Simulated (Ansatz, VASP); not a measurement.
# BP2: VASP beside Ansatz

```
B P
1.0
     3.44389    0.00000    0.00000
     0.00000    3.44389    0.00000
     0.00000    0.00000    3.03400
B P
1 2
Cartesian
  1.7219 1.7219 0.0000
  0.0000 1.7219 1.5170
  1.7219 0.0000 1.5170
```

Alike in both runs: functional PBE; k mesh 5 × 5 × 5; occupations gaussian, width 0.2 eV; no spin polarisation.

Ansatz relaxed the structure, and its values are those at the end. VASP's run is a single point on that final structure, the one shown.

|  | VASP | Ansatz |
| --- | --- | --- |
| version | VASP 6.6.1 | Ansatz 0.2.0 |
| potentials or method | VASP PAW PBE potentials, release 64 (B, P), cutoff 500 eV | scalar-relativistic, plane waves, PAW |
| valence electrons in the cell | 13 | 13 |

```csv
,VASP,Ansatz,Ansatz less VASP
gap on the k mesh at the Fermi level (eV),none,none,-
pressure (GPa),-0.2,0.1,+0.27
```

A gap of «none» marks a metal or a gap that the smearing closes. The functional is the same, so the differences come from potentials, cutoffs and numerics.

The k mesh is coarse, so the values compare programs but aren't converged.
